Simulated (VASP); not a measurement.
A run of VASP 6.6.1 is set up as follows.

INCAR

```
SYSTEM = TaN
PREC = Accurate
ENCUT = 520
EDIFF = 1E-6
ISMEAR = 0
SIGMA = 0.1
LREAL = Auto
LASPH = .True.
NELM = 60
ALGO = Normal
ISIF = 2
LWAVE = .False.
LCHARG = .False.
LDIPOL = .True.
IDIPOL = 3
DIPOL = 0.5 0.5 0.428
GGA = PE
IVDW = 12
NBANDS = 114
```

File KPOINTS:

```
Automatic mesh
0
Gamma
  4 4 1
  0 0 0
```

Contents of POSCAR:

```
TaN
1.0
    6.2014901195      0.0000000000      0.0000000000
   -3.1007450597      5.3706479848      0.0000000000
    0.0000000000      0.0000000000     26.3038693490
Ta N
12 12
Direct
    0.1666666667      0.3333333333      0.3041377637
    0.1666666667      0.8333333333      0.3041377637
    0.6666666667      0.3333333333      0.3041377637
    0.6666666667      0.8333333333      0.3041377637
    0.5000000000      0.5000000000      0.4003877756
    0.5000000000      0.0000000000      0.4003877756
    0.0000000000      0.5000000000      0.4003877756
    0.0000000000      0.0000000000      0.4003877756
    0.8246606195      0.6754636911      0.4919828171
    0.8321404838      0.1720952925      0.5632349528
    0.3277676897      0.6676239510      0.5632438814
    0.3229126935      0.1768431310      0.4956991577
    0.3333333333      0.1666666667      0.3522627697
    0.3333333333      0.6666666667      0.3522627697
    0.8333333333      0.1666666667      0.3522627697
    0.8333333333      0.6666666667      0.3522627697
    0.6624038249      0.3292189408      0.4471956880
    0.6668530035      0.8332936385      0.4428523273
    0.1696908760      0.3303533365      0.4429325872
    0.1706454964      0.8375894728      0.4471054575
   -0.0120735546      0.5118519147      0.5388649368
   -0.0054948811      0.0024926589      0.5346021681
    0.4973501088      0.5055513776      0.5344725635
    0.4807708224      0.0192678240      0.5463898313
```

Potentials or basis: VASP PAW PBE potentials, release 64 (Ta_pv, N).

Run with:

```console
$ cat potpaw_PBE.64/Ta_pv/POTCAR potpaw_PBE.64/N/POTCAR > POTCAR
$ mpirun -np 1 vasp_std > vasp.out
```

Question: Predict the largest force.

Answer: 1.400 eV/Å.

Question: Predict the dispersion energy per atom.

Answer: -0.304 eV.

Question: Predict the band gap on the k mesh.

Answer: Zero (band 96 reaches -0.63 eV, above the bottom of band 97 at -0.85 eV).

Forces in eV/Å, atoms in the order of the input:
```
Ta   0.079 -0.045  0.750
Ta   0.008 -0.045  0.472
Ta   0.043  0.015  0.470
Ta   0.101 -0.059  0.695
Ta  -0.247  0.206 -0.763
Ta   0.259 -0.145  1.234
Ta   0.073 -0.045  1.122
Ta  -0.309  0.119 -0.771
Ta   0.190 -0.113 -0.444
Ta   0.841 -0.121 -0.846
Ta   0.515 -0.646 -0.862
Ta   0.253 -0.145 -0.549
N    0.130 -0.075 -0.787
N   -0.172  0.066 -0.647
N   -0.145  0.116 -0.647
N    0.142 -0.082 -0.865
N    0.036  0.032  0.027
N   -0.018  0.005  0.005
N   -0.024  0.010  0.053
N    0.003 -0.049  0.057
N    0.038 -0.008  0.219
N   -0.957  0.453  0.887
N   -0.879  0.605  0.907
N    0.041 -0.049  0.282
```

Caveat: spin-orbit coupling is left out, which moves the levels of the heavy elements.
